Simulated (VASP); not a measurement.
# Al2Cu (P2/m) in VASP: a series of runs

Runs on Al2Cu. Level: PBEsol. Tasks: single point.

Program: VASP 6.6.1. These are calculated values, not measurements. Logs are shortened: lines on timing, memory, paths and dates and some standing lists are left out, and cuts for length are marked.

**1. The cell of the first run**

It takes space group P2/m (No. 10, monoclinic). Conventional cell: a = 2.847 Å, b = 4.084 Å, c = 4.084 Å, α = 90.00°, β = 91.15°, γ = 90.00°. Within 3.3 Å of Al (site symmetry 2/m) lie 4 Cu at 2.47 to 2.51 Å and 6 Al at 2.85 to 2.89 Å. Al (site symmetry 2/m) has 4 Cu at 2.49 Å and 6 Al at 2.85 to 2.89 Å within 3.3 Å. Within 3.3 Å of Cu (site symmetry 2/m) lie 8 Al at 2.47 to 2.51 Å and 2 Cu at 2.85 Å.

**2. Single point, PBEsol (strain -0.0200 x Voigt [0, 0, 0, 0, 1, 0])**

File INCAR:

```
  PREC = Accurate
  ENCUT = 520
  EDIFF = 1E-7
  ISMEAR = 0
  SIGMA = 0.15
  LREAL = F
  LASPH = T
  NELM = 100
  ALGO = Fast
  ISIF = 2
  LWAVE = F
  LCHARG = T
  GGA = PS
  LELF = T
  LVHAR = T
  NBANDS = 16
```

File KPOINTS:

```
regular mesh
0
Gamma
  12 12 16
```

File POSCAR:

```
Al2Cu
1.0
    4.0841721988      0.0000000000     -0.0408417220
    0.0000000000      4.0841721988      0.0000000000
   -0.0284639475      0.0000000000      2.8463947459
Al Cu
2 1
Direct
    0.5000000000      0.0000000000      0.5000000000
    0.0000000000      0.5000000000      0.5000000000
    0.0000000000      0.0000000000      0.0000000000
```

Potentials or basis: VASP PAW PBE potentials, release 64 (Al, Cu).

The run is started by

```sh
$ cat potpaw_PBE.64/Al/POTCAR potpaw_PBE.64/Cu/POTCAR > POTCAR
$ mpirun -np 1 vasp_std > vasp.out
```

OUTCAR:

```text
PREC = Accurate
   ENCUT = 520
   EDIFF = 1E-7
   ISMEAR = 0
   LREAL = F
   LASPH = T
   NELM = 100
   ISIF = 2
   GGA = PS

 ion  position               nearest neighbor table
   1  0.500  0.000  0.500-   3 2.47   3 2.47   3 2.51   3 2.51   2 2.89   2 2.89   2 2.89   2 2.89

   2  0.000  0.500  0.500-   3 2.49   3 2.49   3 2.49   3 2.49   1 2.89   1 2.89   1 2.89   1 2.89

   3  0.000  0.000  0.000-   1 2.47   1 2.47   2 2.49   2 2.49   2 2.49   2 2.49   1 2.51   1 2.51

  LATTYP: Found a simple monoclinic cell.
 ALAT       =     2.8465370621
 B/A-ratio  =     1.4347862367
 C/A-ratio  =     1.4348579742
 COS(beta)  =    -0.0199980002

  Lattice vectors:

 A1 = (  -0.0284639475,   0.0000000000,   2.8463947459)
 A2 = (   0.0000000000,  -4.0841721988,   0.0000000000)
 A3 = (   4.0841721988,   0.0000000000,  -0.0408417220)

Analysis of symmetry for initial positions (statically):
=====================================================================
 Subroutine PRICEL returns:
 Original cell was already a primitive cell.

 Routine SETGRP: Setting up the symmetry group for a
 simple monoclinic supercell.

 Subroutine GETGRP returns: Found  4 space group operations
 (whereof  4 operations were pure point group operations)
 out of a pool of  4 trial point group operations.

The static configuration has the point symmetry C_2h.

Analysis of symmetry for dynamics (positions and initial velocities):
=====================================================================
 Subroutine PRICEL returns:
 Original cell was already a primitive cell.

 Routine SETGRP: Setting up the symmetry group for a
 simple monoclinic supercell.

 Subroutine GETGRP returns: Found  4 space group operations
 (whereof  4 operations were pure point group operations)
 out of a pool of  4 trial point group operations.

The dynamic configuration has the point symmetry C_2h.

 Subroutine INISYM returns: Found  4 space group operations
 (whereof  4 operations are pure point group operations),
 and found     1 'primitive' translations

----------------------------------------------------------------------------------------

                                     Primitive cell

  volume of cell :      47.4744

  direct lattice vectors                    reciprocal lattice vectors
[... 87 lines left out ...]
   ENCUT  =  520.0 eV  38.22 Ry    6.18 a.u.   7.59  7.59  5.29*2*pi/ulx,y,z
   NELM   =    100;   NELMIN=  2; NELMDL= -5     # of ELM steps
   EDIFF  = 0.1E-06   stopping-criterion for ELM
   LREAL  =      F    real-space projection
   EDIFFG = 0.1E-05   stopping-criterion for IOM
   NSW    =      0    number of steps for IOM
   IBRION =     -1    ionic relax: 0-MD 1-quasi-New 2-CG
   NFREE  =      0    steps in history (QN), initial steepest desc. (CG)
   ISIF   =      2    stress and relaxation
   ISYM   =      2    0-nonsym 1-usesym 2-fastsym
   POTIM  = 0.5000    time-step for ionic-motion
   TEBEG  =    0.0;   TEEND  =   0.0 temperature during run
   PSTRESS=    0.0 pullay stress
   NELECT =      17.0000    total number of electrons
   NUPDOWN=      -1.0000    fix difference up-down
   EMIN   =  10.00;   EMAX   =-10.00  energy-range for DOS
   EFERMI =   0.00;   METHOD = LEGACY
   ISMEAR =     0;   SIGMA  =   0.15  broadening in eV -4-tet -1-fermi 0-gaus
   EFERMI_NEDOS =   21; number of points for ismear=-14 and -15
   IALGO  =     68    algorithm
   IMIX   =      4    mixing-type and parameters
     AMIX     =   0.40;   BMIX     =  1.00
     AMIX_MAG =   1.60;   BMIX_MAG =  1.00
  volume/ion in A,a.u.               =      15.82       106.79
  Fermi-wavevector in a.u.,A,eV,Ry     =   1.162531  2.196865 18.387979  1.351478
  Thomas-Fermi vector in A             =   2.299091
   LORBIT       =      0    0 simple, 1 ext, 2 COOP (PROOUT), +10 PAW based schemes
   GGA     = PS    functional components
   LHFCALC =     F    Hartree Fock is set to
   AEXX    =    0.0000 exact exchange contribution
   IVDW    =     0    specifies the selected vdW correction
   LEPSILON=     F    determine dielectric tensor
   LRPA    =     F    only Hartree local field effects (RPA)
 non-spin polarized calculation
 RMM-DIIS sequential band-by-band and
 Gauss-broadening in eV      SIGMA  =   0.15
  energy-cutoff  :      520.00
  volume of cell :       47.47
 maximum number of plane-waves:      1294
   NGX = 15   NGY = 15   NGZ = 11

 number of electron      16.9999979 magnetization

 Free energy of the ion-electron system (eV)
  ---------------------------------------------------
  ext. energy  EPLUGINS =         0.00000000
  ---------------------------------------------------
  free energy    TOTEN  =       -12.56871048 eV

  energy without entropy =      -12.55955713  energy(sigma->0) =      -12.56413381

 E-fermi :   7.3036     XC(G=0): -10.5934

 val. band max:        7.2899900515   @ k =   0.3333   0.2500   0.2500
 cond. band min:       7.3058677732   @ k =   0.3333   0.0833   0.3125
 fundamental gap:      0.0158777218
 Fermi energy:         7.3035739608

 k-point     1 :       0.0000    0.0000    0.0000
  band No.  band energies     occupation
      1      -3.3745      2.00000
      2       1.7823      2.00000
      3       2.2892      2.00000
      4       2.9769      2.00000
      5       3.1976      2.00000
      6       3.1987      2.00000
[... 433 lines left out ...]
      3       2.0570      2.00000
      4       2.7349      2.00000
      5       3.1851      2.00000
      6       3.1925      2.00000
[... 8 lines left out ...]
     15      18.3527      0.00000
     16      18.6537      0.00000

 [... further k-points ...]

------------------------ aborting loop because EDIFF is reached ----------------------------------------

  FORCE on cell =-STRESS in cart. coord.  units (eV):
  Direction    XX          YY          ZZ          XY          YZ          ZX
  --------------------------------------------------------------------------------------
  -------------------------------------------------------------------------------------
  Total        0.1341559      0.1172681     -0.0907189      0.0000000      0.0000000      0.3614996
  in kB        4.5275230      3.9575900     -3.0616004      0.0000000      0.0000000     12.1999647
  external PRESSURE =       1.8078375 kB  Pullay stress =       0.0000000 kB

 VOLUME and BASIS-vectors are now :
 -----------------------------------------------------------------------------
  energy-cutoff  :      520.00
  volume of cell :       47.47
      direct lattice vectors                 reciprocal lattice vectors
     4.084172199  0.000000000 -0.040841722     0.244872146  0.000000000  0.002448721
     0.000000000  4.084172199  0.000000000     0.000000000  0.244847659  0.000000000
    -0.028463947  0.000000000  2.846394746     0.003513568  0.000000000  0.351356751

 POSITION                                       TOTAL-FORCE (eV/Angst)
 -----------------------------------------------------------------------------------
      2.02785      0.00000      1.40278         0.000000      0.000000      0.000000
     -0.01423      2.04209      1.42320         0.000000      0.000000      0.000000
      0.00000      0.00000      0.00000        -0.000000      0.000000      0.000000
 -----------------------------------------------------------------------------------
    total drift:                               -0.000000      0.000000     -0.000000

  FREE ENERGIE OF THE ION-ELECTRON SYSTEM (eV)
  ---------------------------------------------------
  free  energy   TOTEN  =       -12.5687104845 eV

  energy  without entropy=      -12.5595571271  energy(sigma->0) =      -12.56413381
```

OSZICAR:

```text
N       E                     dE             d eps       ncg     rms          rms(c)
DAV:   1     0.612689985360E+02    0.61269E+02   -0.68990E+03 22080   0.112E+03
DAV:   2    -0.122213685869E+02   -0.73490E+02   -0.65117E+02 23296   0.203E+02
[... 10 lines left out ...]
RMM:  13    -0.125688772633E+02   -0.19370E-03   -0.11824E-03 28148   0.465E-01    0.999E-02
RMM:  14    -0.125686949351E+02    0.18233E-03   -0.51062E-04 26996   0.312E-01    0.269E-02
RMM:  15    -0.125687120120E+02   -0.17077E-04   -0.18689E-04 33340   0.922E-02    0.272E-02
RMM:  16    -0.125687145101E+02   -0.24982E-05   -0.27603E-05 30286   0.565E-02    0.370E-02
RMM:  17    -0.125687103122E+02    0.41979E-05   -0.12260E-05 29046   0.557E-02    0.174E-02
RMM:  18    -0.125687105134E+02   -0.20118E-06   -0.48910E-06 30649   0.201E-02    0.837E-03
RMM:  19    -0.125687104845E+02    0.28918E-07   -0.87682E-07 24782   0.734E-03
   1 F= -.12568710E+02 E0= -.12564134E+02  d E =-.915336E-02
```

It took 18 min on 1 thread of Intel Xeon 8259CL, shared host; peak memory 0.57 GiB.

Results:

| Quantity | Value |
| --- | --- |
| Free energy | -12.5687 eV |
| Pressure | 0.2 GPa |
| Band gap on the k mesh | zero (an odd number of electrons rules out a gap without spin polarisation) |

Levels at points of the mesh, in eV from the Fermi level:
```tsv
k point	band 6	band 7	band 8	band 9	band 10	band 11	band 12	band 13
(0.00, 0.00, 0.00)	-4.10	-2.45	-2.45	-0.06	0.85	6.18	6.20	6.36
(0.50, 0.00, 0.00)	-4.13	-4.10	-1.13	1.57	1.71	1.93	7.71	8.41
(0.00, 0.50, 0.00)	-4.13	-4.10	-1.13	1.57	1.72	1.94	7.74	8.38
(0.50, 0.50, 0.00)	-4.29	-4.13	-4.12	-2.46	8.58	8.60	9.65	9.99
(0.00, 0.00, 0.50)	-4.13	-3.00	2.45	2.66	2.67	2.74	2.74	3.21
(0.50, 0.00, 0.50)	-4.20	-3.10	-2.46	-1.62	3.71	4.06	4.50	5.11
(0.00, 0.50, 0.50)	-4.20	-3.11	-2.45	-1.63	3.76	3.95	4.47	5.18
(0.50, 0.50, 0.50)	-3.50	-2.30	-2.29	-0.84	-0.81	0.06	0.09	2.38
```

Caveat: the cell differs from its parent crystal (strain -0.0200 x Voigt [0, 0, 0, 0, 1, 0]); the PAW data sets were made with another functional, which shifts forces and pressure a little.

**3. Single point, PBEsol (strain +0.0150 x Voigt [0, 0, 0, 0, 1, 0])**

File INCAR:

```
SYSTEM = Al2Cu
PREC = Accurate
ENCUT = 520
EDIFF = 1E-6
ISMEAR = 0
SIGMA = 0.15
LREAL = .FALSE.
LASPH = .TRUE.
NELM = 60
ALGO = Fast
ISIF = 2
LWAVE = .FALSE.
LCHARG = .FALSE.
GGA = PS
NBANDS = 16
```

File KPOINTS:

```
Automatic mesh
0
G
  12 12 16
  0 0 0
```

File POSCAR:

```
Al2Cu
1.0
    4.0841721988      0.0000000000      0.0306312915
    0.0000000000      4.0841721988      0.0000000000
    0.0213479606      0.0000000000      2.8463947459
Al Cu
2 1
Direct
    0.5000000000      0.0000000000      0.5000000000
    0.0000000000      0.5000000000      0.5000000000
    0.0000000000      0.0000000000      0.0000000000
```

Potentials or basis: VASP PAW PBE potentials, release 64 (Al, Cu).

The run is started by

```sh
$ cat potpaw_PBE.64/Al/POTCAR potpaw_PBE.64/Cu/POTCAR > POTCAR
$ mpirun -np 1 vasp_std > vasp.out
```

Run time: 13 min. Hardware: 1 thread of Intel Xeon 8259CL, shared host; peak memory 0.57 GiB.

Results (log left out):

```
Free energy            : -12.5703 eV
Pressure               : 0.0 GPa
Band gap on the k mesh : zero (an odd number of electrons rules out a gap without spin polarisation)
```

Stress tensor (GPa, compression positive):
```
 0.31  0.00 -0.92
 0.00  0.27  0.00
-0.92  0.00 -0.44
```

Levels at points of the mesh, in eV from the Fermi level:
| k point | band 6 | band 7 | band 8 | band 9 | band 10 | band 11 | band 12 | band 13 |
| --- | --- | --- | --- | --- | --- | --- | --- | --- |
| (0.00, 0.00, 0.00) | -4.10 | -2.45 | -2.45 | -0.06 | 0.85 | 6.18 | 6.20 | 6.36 |
| (0.50, 0.00, 0.00) | -4.13 | -4.10 | -1.13 | 1.57 | 1.71 | 1.93 | 7.72 | 8.40 |
| (0.00, 0.50, 0.00) | -4.13 | -4.10 | -1.13 | 1.57 | 1.72 | 1.94 | 7.74 | 8.38 |
| (0.50, 0.50, 0.00) | -4.29 | -4.13 | -4.13 | -2.46 | 8.58 | 8.60 | 9.64 | 9.99 |
| (0.00, 0.00, 0.50) | -4.13 | -3.00 | 2.48 | 2.66 | 2.70 | 2.71 | 2.74 | 3.19 |
| (0.50, 0.00, 0.50) | -4.20 | -3.10 | -2.46 | -1.62 | 3.74 | 4.03 | 4.50 | 5.12 |
| (0.00, 0.50, 0.50) | -4.20 | -3.11 | -2.45 | -1.63 | 3.76 | 3.97 | 4.48 | 5.15 |
| (0.50, 0.50, 0.50) | -3.50 | -2.30 | -2.29 | -0.83 | -0.82 | 0.07 | 0.08 | 2.38 |

Caveat: the cell differs from its parent crystal (strain +0.0150 x Voigt [0, 0, 0, 0, 1, 0]); the PAW data sets were made with another functional, which shifts forces and pressure a little.

**4. Single point, PBEsol (strain -0.0100 x Voigt [0, 0, 0, 0, 1, 0])**

File INCAR:

```
SYSTEM = Al2Cu
ALGO = Fast
EDIFF = 1E-6
ENCUT = 520
GGA = PS
ISIF = 2
ISMEAR = 0
LASPH = .TRUE.
LCHARG = .FALSE.
LREAL = .FALSE.
LWAVE = .FALSE.
NBANDS = 16
NELM = 80
PREC = Accurate
SIGMA = 0.15
```

File KPOINTS:

```
k-points
0
G
  12 12 16
  0 0 0
```

File POSCAR:

```
Al2Cu
1.0
    4.0841721988      0.0000000000     -0.0204208610
    0.0000000000      4.0841721988      0.0000000000
   -0.0142319737      0.0000000000      2.8463947459
Al Cu
2 1
Direct
    0.5000000000      0.0000000000      0.5000000000
    0.0000000000      0.5000000000      0.5000000000
    0.0000000000      0.0000000000      0.0000000000
```

The run is started by

```sh
$ cat potpaw_PBE.64/Al/POTCAR potpaw_PBE.64/Cu/POTCAR > POTCAR
$ mpirun -np 1 vasp_std > vasp.out
```

Wall time 10 min (1 thread of Intel Xeon 8259CL, shared host); peak memory 0.57 GiB.

It converged, with:

| Item | Value |
| --- | --- |
| Free energy | -12.5714 eV |
| Pressure | 0.0 GPa |
| Band gap on the k mesh | zero (an odd number of electrons rules out a gap without spin polarisation) |

Stress tensor (GPa, compression positive):
```
 0.27  0.00  0.61
 0.00  0.26  0.00
 0.61  0.00 -0.46
```

Levels at points of the mesh, in eV from the Fermi level:
| k point | band 6 | band 7 | band 8 | band 9 | band 10 | band 11 | band 12 | band 13 |
| --- | --- | --- | --- | --- | --- | --- | --- | --- |
| (0.00, 0.00, 0.00) | -4.10 | -2.45 | -2.45 | -0.06 | 0.85 | 6.19 | 6.19 | 6.35 |
| (0.50, 0.00, 0.00) | -4.13 | -4.10 | -1.13 | 1.57 | 1.71 | 1.93 | 7.73 | 8.39 |
| (0.00, 0.50, 0.00) | -4.13 | -4.10 | -1.13 | 1.57 | 1.71 | 1.93 | 7.74 | 8.38 |
| (0.50, 0.50, 0.00) | -4.29 | -4.13 | -4.13 | -2.46 | 8.59 | 8.60 | 9.63 | 9.99 |
| (0.00, 0.00, 0.50) | -4.13 | -3.00 | 2.51 | 2.66 | 2.69 | 2.72 | 2.74 | 3.18 |
| (0.50, 0.00, 0.50) | -4.20 | -3.10 | -2.45 | -1.62 | 3.75 | 4.01 | 4.50 | 5.12 |
| (0.00, 0.50, 0.50) | -4.20 | -3.11 | -2.45 | -1.63 | 3.77 | 3.98 | 4.49 | 5.14 |
| (0.50, 0.50, 0.50) | -3.50 | -2.30 | -2.29 | -0.82 | -0.82 | 0.07 | 0.07 | 2.38 |

Caveat: the cell differs from its parent crystal (strain -0.0100 x Voigt [0, 0, 0, 0, 1, 0]); the PAW data sets were made with another functional, which shifts forces and pressure a little.

**5. Summary**

| cell | further INCAR settings | gap on the mesh (eV) | pressure (GPa) |
| --- | --- | --- | --- |
| a = 4.084, b = 4.084, c = 2.847 Å, angles 90.0, 91.1, 90.0°, 3 atoms | ALGO = Fast; EDIFF = 1e-07; NBANDS = 16 | none | 0.2 |
| a = 4.084, b = 4.084, c = 2.846 Å, angles 90.0, 89.1, 90.0°, 3 atoms | ALGO = Fast; EDIFF = 1e-06; NBANDS = 16 | none | 0.0 |
| a = 4.084, b = 4.084, c = 2.846 Å, angles 90.0, 90.6, 90.0°, 3 atoms | ALGO = Fast; EDIFF = 1e-06; NBANDS = 16 | none | 0.0 |

Alike in all rows: task single point; level PBEsol; potentials or basis VASP PAW PBE potentials, release 64 (Al, Cu); no spin polarisation; k mesh 12 × 12 × 16; cutoff (eV) 520; smearing gaussian 0.15 eV.

Caveats: the PAW data sets were made with another functional, which shifts forces and pressure a little.

Total energies depend on the potentials used, so only differences within one code and one set of settings carry meaning.
